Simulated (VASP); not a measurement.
# Sn4F (Pm-3m) in VASP: further runs

Runs on Sn4F. Level: PBE. Tasks: single point.

Program: VASP 6.6.1. These are calculated values, not measurements. Logs are shortened: lines on timing, memory, paths and dates and some standing lists are left out, and cuts for length are marked.

### 1 The cell of the first run

Symmetry: Pm-3m, No. 221, cubic system. Conventional cell: a = 5.060 Å, b = 5.060 Å, c = 5.060 Å, α = 90.00°, β = 90.00°, γ = 90.00°. Within 3.3 Å of Sn (site symmetry 4/mmm) lie 2 F at 2.53 Å. Sn (site symmetry m-3m) has 12 Sn at 3.58 Å and 8 F at 4.38 Å within 4.7 Å. F (site symmetry m-3m) has 6 Sn at 2.53 Å within 3.3 Å.

### 2 Single point, PBE

INCAR reads:

```
SYSTEM = Sn4F
  ALGO = Normal
  EDIFF = 1E-6
  ENCUT = 600
  GGA = PE
  GGA_COMPAT = .False.
  ISIF = 2
  ISMEAR = 0
  LASPH = .True.
  LCHARG = .False.
  LREAL = .False.
  LWAVE = .False.
  NBANDS = 40
  NELM = 120
  PREC = Accurate
  SIGMA = 0.1
```

KPOINTS reads:

```
k-points
0
Gamma
  8 8 8
  0 0 0
```

POSCAR reads:

```
Sn4F
1.0
    5.0596125968      0.0000000000      0.0000000000
    0.0000000000      5.0596125968      0.0000000000
    0.0000000000      0.0000000000      5.0596125968
Sn F
4 1
Direct
    0.0000000000      0.5000000000      0.5000000000
    0.5000000000      0.5000000000      0.0000000000
    0.5000000000      0.0000000000      0.5000000000
    0.0000000000      0.0000000000      0.0000000000
    0.5000000000      0.5000000000      0.5000000000
```

Potentials or basis: VASP PAW PBE potentials, release 64 (Sn_d, F).

Started as:

```console
> cat potpaw_PBE.64/Sn_d/POTCAR potpaw_PBE.64/F/POTCAR > POTCAR
> mpirun -np 1 vasp_std > vasp.out
```

OUTCAR:

```text
SYSTEM = Sn4F
   EDIFF = 1E-6
   ENCUT = 600
   GGA = PE
   ISIF = 2
   ISMEAR = 0
   LASPH = .True.
   LREAL = .False.
   NELM = 120
   PREC = Accurate

 ion  position               nearest neighbor table
   1  0.000  0.500  0.500-   5 2.53   5 2.53   4 3.58   2 3.58   2 3.58   4 3.58   3 3.58   4 3.58
                             4 3.58   2 3.58   3 3.58   3 3.58   2 3.58   3 3.58
   2  0.500  0.500  0.000-   5 2.53   5 2.53   4 3.58   1 3.58   1 3.58   3 3.58   3 3.58   3 3.58
                             4 3.58   3 3.58   1 3.58   4 3.58   1 3.58   4 3.58
   3  0.500  0.000  0.500-   5 2.53   5 2.53   4 3.58   1 3.58   2 3.58   4 3.58   1 3.58   2 3.58
                             2 3.58   2 3.58   1 3.58   4 3.58   4 3.58   1 3.58
   4  0.000  0.000  0.000-   1 3.58   2 3.58   3 3.58   1 3.58   3 3.58   1 3.58   2 3.58   1 3.58
                             2 3.58   3 3.58   3 3.58   2 3.58
   5  0.500  0.500  0.500-   1 2.53   2 2.53   3 2.53   2 2.53   3 2.53   1 2.53

  LATTYP: Found a simple cubic cell.
 ALAT       =     5.0596125968

  Lattice vectors:

 A1 = (   5.0596125968,   0.0000000000,   0.0000000000)
 A2 = (   0.0000000000,   5.0596125968,   0.0000000000)
 A3 = (   0.0000000000,   0.0000000000,   5.0596125968)

Analysis of symmetry for initial positions (statically):
=====================================================================
 Subroutine PRICEL returns:
 Original cell was already a primitive cell.

 Routine SETGRP: Setting up the symmetry group for a
 simple cubic supercell.

 Subroutine GETGRP returns: Found 48 space group operations
 (whereof 48 operations were pure point group operations)
 out of a pool of 48 trial point group operations.

The static configuration has the point symmetry O_h .

Analysis of symmetry for dynamics (positions and initial velocities):
=====================================================================
 Subroutine PRICEL returns:
 Original cell was already a primitive cell.

 Routine SETGRP: Setting up the symmetry group for a
 simple cubic supercell.

 Subroutine GETGRP returns: Found 48 space group operations
 (whereof 48 operations were pure point group operations)
 out of a pool of 48 trial point group operations.

The dynamic configuration has the point symmetry O_h .

 Subroutine INISYM returns: Found 48 space group operations
 (whereof 48 operations are pure point group operations),
 and found     1 'primitive' translations

----------------------------------------------------------------------------------------

                                     Primitive cell

  volume of cell :     129.5245

  direct lattice vectors                    reciprocal lattice vectors
     5.059612597  0.000000000  0.000000000     0.197643590  0.000000000  0.000000000
     0.000000000  5.059612597  0.000000000     0.000000000  0.197643590  0.000000000
     0.000000000  0.000000000  5.059612597     0.000000000  0.000000000  0.197643590

  length of vectors
     5.059612597  5.059612597  5.059612597     0.197643590  0.197643590  0.197643590

  position of ions in fractional coordinates (direct lattice)
     0.000000000  0.500000000  0.500000000
     0.500000000  0.500000000  0.000000000
     0.500000000  0.000000000  0.500000000
     0.000000000  0.000000000  0.000000000
     0.500000000  0.500000000  0.500000000

  ion indices of the primitive-cell ions
   primitive index   ion index
                 1           1
                 2           2
                 3           3
                 4           4
                 5           5

----------------------------------------------------------------------------------------

 KPOINTS: k-points

Automatic generation of k-mesh.
 Grid dimensions read from file:
 generate k-points for:    8    8    8

 Generating k-lattice:

  Cartesian coordinates                     Fractional coordinates (reciprocal lattice)
     0.024705449  0.000000000  0.000000000     0.125000000  0.000000000  0.000000000
     0.000000000  0.024705449  0.000000000     0.000000000  0.125000000  0.000000000
     0.000000000  0.000000000  0.024705449     0.000000000  0.000000000  0.125000000

  Length of vectors
     0.024705449  0.024705449  0.024705449

  Shift w.r.t. Gamma in fractional coordinates (k-lattice)
     0.000000000  0.000000000  0.000000000

 Subroutine IBZKPT returns following result:
 ===========================================

 Found     35 irreducible k-points:

 Following reciprocal coordinates:
            Coordinates               Weight
  0.000000  0.000000  0.000000      1.000000
  0.125000  0.000000  0.000000      6.000000
  0.250000  0.000000  0.000000      6.000000
  0.375000  0.000000  0.000000      6.000000
  0.500000  0.000000  0.000000      3.000000
  0.125000  0.125000  0.000000     12.000000
[... 16 lines left out ...]
  0.375000  0.375000  0.125000     24.000000
  0.500000  0.375000  0.125000     24.000000
 [... further k-points ...]
   k-points           NKPTS =     35   k-points in BZ     NKDIM =     35   number of bands    NBANDS=     40
   number of dos      NEDOS =    301   number of ions     NIONS =      5
   total plane-waves  NPLWV =  64000
   dimension x,y,z NGX =    40 NGY =   40 NGZ =   40
   dimension x,y,z NGXF=    80 NGYF=   80 NGZF=   80
   ions per type =               4   1
   NGX,Y,Z   is equivalent  to a cutoff of  13.14, 13.14, 13.14 a.u.
   NGXF,Y,Z  is equivalent  to a cutoff of  26.29, 26.29, 26.29 a.u.
 SYSTEM =  Sn4F
   PREC   = accura    normal or accurate (medium, high low for compatibility)
   ISTART =      0    job   : 0-new  1-cont  2-samecut
   ICHARG =      2    charge: 1-file 2-atom 10-const
   ISPIN  =      1    spin polarized calculation?
   LNONCOLLINEAR =      F non collinear calculations
   LSORBIT =      F    spin-orbit coupling
   LASPH  =      T    aspherical Exc in radial PAW
   ENCUT  =  600.0 eV  44.10 Ry    6.64 a.u.  10.11 10.11 10.11*2*pi/ulx,y,z
   NELM   =    120;   NELMIN=  2; NELMDL= -5     # of ELM steps
   EDIFF  = 0.1E-05   stopping-criterion for ELM
   LREAL  =      F    real-space projection
   EDIFFG = 0.1E-04   stopping-criterion for IOM
   NSW    =      0    number of steps for IOM
   IBRION =     -1    ionic relax: 0-MD 1-quasi-New 2-CG
   NFREE  =      0    steps in history (QN), initial steepest desc. (CG)
   ISIF   =      2    stress and relaxation
   ISYM   =      2    0-nonsym 1-usesym 2-fastsym
   POTIM  = 0.5000    time-step for ionic-motion
   TEBEG  =    0.0;   TEEND  =   0.0 temperature during run
   PSTRESS=    0.0 pullay stress
   NELECT =      63.0000    total number of electrons
   NUPDOWN=      -1.0000    fix difference up-down
   EMIN   =  10.00;   EMAX   =-10.00  energy-range for DOS
   EFERMI =   0.00;   METHOD = LEGACY
   ISMEAR =     0;   SIGMA  =   0.10  broadening in eV -4-tet -1-fermi 0-gaus
   EFERMI_NEDOS =   21; number of points for ismear=-14 and -15
   IALGO  =     38    algorithm
   IMIX   =      4    mixing-type and parameters
     AMIX     =   0.40;   BMIX     =  1.00
     AMIX_MAG =   1.60;   BMIX_MAG =  1.00
  volume/ion in A,a.u.               =      25.90       174.81
  Fermi-wavevector in a.u.,A,eV,Ry     =   1.287472  2.432969 22.552797  1.657584
  Thomas-Fermi vector in A             =   2.419484
   LORBIT       =      0    0 simple, 1 ext, 2 COOP (PROOUT), +10 PAW based schemes
   GGA     = PE    functional components
   LHFCALC =     F    Hartree Fock is set to
   AEXX    =    0.0000 exact exchange contribution
   IVDW    =     0    specifies the selected vdW correction
   LEPSILON=     F    determine dielectric tensor
   LRPA    =     F    only Hartree local field effects (RPA)
 non-spin polarized calculation
 Gauss-broadening in eV      SIGMA  =   0.10
  energy-cutoff  :      600.00
  volume of cell :      129.52
 maximum number of plane-waves:      4385
   NGX = 21   NGY = 21   NGZ = 21

 number of electron      63.0000071 magnetization

 Free energy of the ion-electron system (eV)
  ---------------------------------------------------
  ext. energy  EPLUGINS =         0.00000000
  ---------------------------------------------------
  free energy    TOTEN  =       -18.92557878 eV

  energy without entropy =      -18.90970687  energy(sigma->0) =      -18.91764282

 E-fermi :   6.8106     XC(G=0):  -9.9009

 val. band max:        6.7969568143   @ k =   0.5000   0.2500   0.1250
 cond. band min:       6.8636925750   @ k =   0.3750   0.0000   0.0000
 fundamental gap:      0.0667357606
 Fermi energy:         6.8105976731

 k-point     1 :       0.0000    0.0000    0.0000
  band No.  band energies     occupation
      1     -18.3417      2.00000
      2     -15.0708      2.00000
      3     -15.0708      2.00000
      4     -15.0708      2.00000
      5     -15.0084      2.00000
      6     -15.0084      2.00000
[... 32 lines left out ...]
     39      11.6170      0.00000
     40      12.0082      0.00000

 k-point     2 :       0.1250    0.0000    0.0000
  band No.  band energies     occupation
      1     -18.3352      2.00000
      2     -15.0704      2.00000
      3     -15.0662      2.00000
      4     -15.0662      2.00000
      5     -15.0121      2.00000
      6     -15.0081      2.00000
[... 32 lines left out ...]
     39      12.0846      0.00000
     40      12.2353      0.00000

 k-point     3 :       0.2500    0.0000    0.0000
  band No.  band energies     occupation
      1     -18.3196      2.00000
      2     -15.0694      2.00000
      3     -15.0529      2.00000
      4     -15.0529      2.00000
      5     -15.0231      2.00000
      6     -15.0073      2.00000
[... 32 lines left out ...]
     39      12.2543      0.00000
     40      12.2794      0.00000

 k-point     4 :       0.3750    0.0000    0.0000
  band No.  band energies     occupation
      1     -18.3038      2.00000
      2     -15.0685      2.00000
      3     -15.0374      2.00000
      4     -15.0328      2.00000
      5     -15.0328      2.00000
      6     -15.0065      2.00000
[... 32 lines left out ...]
     39      11.5739      0.00000
     40      11.5739      0.00000
[... 772 lines left out ...]
     39      11.0427      0.00000
     40      11.1670      0.00000

 k-point    23 :       0.3750    0.3750    0.1250
  band No.  band energies     occupation
      1     -18.2584      2.00000
      2     -15.0485      2.00000
      3     -15.0483      2.00000
      4     -15.0386      2.00000
      5     -15.0241      2.00000
      6     -15.0122      2.00000
[... 32 lines left out ...]
     39      10.4961      0.00000
     40      12.1059      0.00000

 k-point    24 :       0.5000    0.3750    0.1250
  band No.  band energies     occupation
      1     -18.2516      2.00000
      2     -15.0552      2.00000
      3     -15.0492      2.00000
      4     -15.0355      2.00000
      5     -15.0105      2.00000
      6     -15.0085      2.00000
[... 32 lines left out ...]
     39      11.3178      0.00000
     40      11.5215      0.00000

 [... further k-points ...]
[... 5 lines left out ...]
  --------------------------------------------------------------------------------------
  -------------------------------------------------------------------------------------
  Total       -0.0263884     -0.0263884     -0.0263884     -0.0000000     -0.0000000      0.0000000
  in kB       -0.3264160     -0.3264160     -0.3264160     -0.0000000     -0.0000000      0.0000000
  external PRESSURE =      -0.3264160 kB  Pullay stress =       0.0000000 kB

 VOLUME and BASIS-vectors are now :
 -----------------------------------------------------------------------------
  energy-cutoff  :      600.00
  volume of cell :      129.52
      direct lattice vectors                 reciprocal lattice vectors
     5.059612597  0.000000000  0.000000000     0.197643590  0.000000000  0.000000000
     0.000000000  5.059612597  0.000000000     0.000000000  0.197643590  0.000000000
     0.000000000  0.000000000  5.059612597     0.000000000  0.000000000  0.197643590

 POSITION                                       TOTAL-FORCE (eV/Angst)
 -----------------------------------------------------------------------------------
      0.00000      2.52981      2.52981         0.000000      0.000000      0.000000
      2.52981      2.52981      0.00000         0.000000      0.000000      0.000000
      2.52981      0.00000      2.52981         0.000000      0.000000      0.000000
      0.00000      0.00000      0.00000         0.000000      0.000000      0.000000
      2.52981      2.52981      2.52981         0.000000      0.000000      0.000000
 -----------------------------------------------------------------------------------
    total drift:                               -0.000000      0.000000     -0.000000

  FREE ENERGIE OF THE ION-ELECTRON SYSTEM (eV)
  ---------------------------------------------------
  free  energy   TOTEN  =       -18.9255787765 eV

  energy  without entropy=      -18.9097068698  energy(sigma->0) =      -18.91764282
```

Wall time 98 s (1 thread of AMD EPYC 9R45 (Zen 5), shared host); peak memory 0.31 GiB.

What came out:

| Property | Result |
| --- | --- |
| Free energy | -18.9256 eV |
| Pressure | 0.0 GPa |
| Band gap on the k mesh | zero (an odd number of electrons rules out a gap without spin polarisation) |

Caveat: spin-orbit coupling is left out, which moves the levels of the heavy elements; an odd number of electrons without spin polarisation forces a metal; a magnetic or distorted state may lie lower.

### 3 Single point, PBE

This run uses another cell than the first one: it holds 10 atoms, not 5.

INCAR reads:

```
PREC     = Accurate       # precision mode
ENCUT    = 600            # plane-wave cutoff, eV
EDIFF    = 1E-6           # SCF threshold, eV
ISMEAR   = 0              # smearing method
SIGMA    = 0.2            # smearing width, eV
LREAL    = False          # projectors in reciprocal space
LASPH    = True           # aspherical terms in the spheres
NELM     = 120            # most SCF steps
ALGO     = Normal         # electronic algorithm
ISIF     = 2              # what is computed and relaxed
LWAVE    = False          # write WAVECAR
LCHARG   = False          # write CHGCAR
GGA      = PE             # functional
NBANDS   = 74             # bands
GGA_COMPAT= False
```

KPOINTS reads:

```
regular mesh
0
Gamma
  4 4 2
```

POSCAR reads:

```
Sn4F
1.0
    5.0596125968      0.0000000000      0.0000000000
    0.0000000000      5.0596125968      0.0000000000
    0.0000000000      0.0000000000     10.1192251936
Sn F
8 2
Direct
    1.0000000000      0.5000000000      0.2500000000
    1.0000000000      0.5000000000      0.7500000000
    0.5000000000      0.5000000000      0.5000000000
    0.5000000000      0.5000000000      0.0000000000
    0.5000000000      1.0000000000      0.2500000000
    0.5000000000      1.0000000000      0.7500000000
    1.0000000000      1.0000000000      0.0000000000
    1.0000000000      1.0000000000      0.5000000000
    0.5000000000      0.5000000000      0.2500000000
    0.5000000000      0.5000000000      0.7500000000
```

Potentials or basis: VASP PAW PBE potentials, release 64 (Sn_d, F).

Started as:

```console
> cat potpaw_PBE.64/Sn_d/POTCAR potpaw_PBE.64/F/POTCAR > POTCAR
> mpirun -np 1 vasp_std > vasp.out
```

Run time: 2.9 min. Hardware: 1 thread of AMD EPYC 9R45 (Zen 5), shared host; peak memory 0.44 GiB.

Results (log left out):

```yaml
Free_energy: -38.1691 eV
Pressure: -0.5 GPa
Band_gap_on_the_k_mesh: zero (bands 63 and 64 overlap by 1.74 eV)
```

Levels at points of the mesh, in eV from the Fermi level:
```tsv
k point	band 61	band 62	band 63	band 64	band 65	band 66	band 67	band 68
(0.00, 0.00, 0.00)	-1.47	-0.22	-0.22	-0.06	1.13	1.67	1.67	1.67
(0.50, 0.00, 0.00)	-0.73	-0.22	-0.22	-0.06	-0.02	-0.02	0.19	0.41
(0.50, 0.50, 0.00)	-0.92	-0.73	-0.73	-0.02	-0.02	0.19	0.41	2.38
(0.00, 0.00, 0.50)	-0.60	-0.60	0.63	0.63	0.78	0.78	0.78	0.78
(0.50, 0.00, 0.50)	-1.01	-1.01	-0.13	-0.13	0.67	0.67	1.55	1.55
(0.50, 0.50, 0.50)	-2.71	-2.71	-0.73	-0.73	2.59	2.59	2.59	2.59
```

Caveat: spin-orbit coupling is left out, which moves the levels of the heavy elements.
